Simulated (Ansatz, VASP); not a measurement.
InSe: VASP beside Ansatz

Contents of INCAR:

```
ALGO = Normal ; EDIFF = 1E-7
ENCUT = 520 ; GGA = PE
ISIF = 2 ; ISMEAR = 0
IVDW = 12 ; LASPH = T
LCHARG = T ; LELF = T
LREAL = F ; LVHAR = T
LWAVE = F ; NBANDS = 48
NELM = 80 ; PREC = Accurate
SIGMA = 0.03
```

The input KPOINTS:

```
k-points
0
Gamma
  9 9 2
```

File POSCAR:

```
InSe
1.0
   -4.0317714842      0.0000000000      0.0000000000
   -2.0158857421     -3.4916165276      0.0000000000
    0.0000000000      0.0000000000     18.7623716544
In Se
4 4
Direct
    0.3333333333      0.3333333333      0.1488930423
    0.6666666667      0.6666666667      0.5955948762
    0.3333333333      0.3333333333      0.2978087917
    0.6666666667      0.6666666667      0.7445106256
    0.3333333333      0.3333333333      0.5269930343
    0.6666666667      0.6666666667      0.0802912004
    0.3333333333      0.3333333333      0.8131124675
    0.6666666667      0.6666666667      0.3664106336
```

Input for Ansatz:

```yaml
crystal:
  lattice:
    - [-4.0317714892, 0.0, 0.0]
    - [-2.0158857446, -3.4916165319, 0.0]
    - [0.0, 0.0, 18.7623717322]
  atoms:
    - { symbol: In, position: [0.3333333333, 0.3333333333, 0.1488930429] }
    - { symbol: In, position: [0.6666666667, 0.6666666667, 0.5955948771] }
    - { symbol: In, position: [0.3333333333, 0.3333333333, 0.2978087912] }
    - { symbol: In, position: [0.6666666667, 0.6666666667, 0.7445106254] }
    - { symbol: Se, position: [0.3333333333, 0.3333333333, 0.5269930358] }
    - { symbol: Se, position: [0.6666666667, 0.6666666667, 0.0802912016] }
    - { symbol: Se, position: [0.3333333333, 0.3333333333, 0.8131124667] }
    - { symbol: Se, position: [0.6666666667, 0.6666666667, 0.3664106326] }
basis:
  ecutwfc: 420
kpoints:
  mp_grid: { grid: [9, 9, 2] }
hamiltonian:
  xc: pbe
  dispersion: d3bj
scf:
  occupations: { method: gaussian, width: 0.03 }
output:
  forces: true
  stress: true
  eigenvalues: true
```

Alike in both runs: task single point; functional PBE; dispersion D3(BJ); k mesh 9 × 9 × 2; occupations gaussian, width 0.03 eV; no spin polarisation.

```csv
,VASP,Ansatz
version,VASP 6.6.1,Ansatz 0.2.0
potentials or method,"VASP PAW PBE potentials, release 64 (In_d, Se), cutoff 520 eV","scalar-relativistic, plane waves, PAW"
valence electrons in the cell,76,116
```

|  | VASP | Ansatz | Ansatz less VASP |
| --- | --- | --- | --- |
| gap on the k mesh at the Fermi level (eV) | 0.91 | 0.92 | +0.011 |
| least direct gap on the mesh (eV) | 0.94 | 0.95 | +0.010 |
| pressure (GPa) | 0.0 | -0.1 | -0.03 |
| traceless stress, the component that is largest in VASP (GPa) | -0.08 | -0.08 | +0.003 |
| rms of the force components (eV/Å) | 0.026 | 0.020 | -0.0059 |

Atom by atom the forces differ by 0.008 eV/Å (rms over components). VASP's potentials hold 76 valence electrons a cell and Ansatz's 116, so a difference there can come from the potentials and not from the codes.
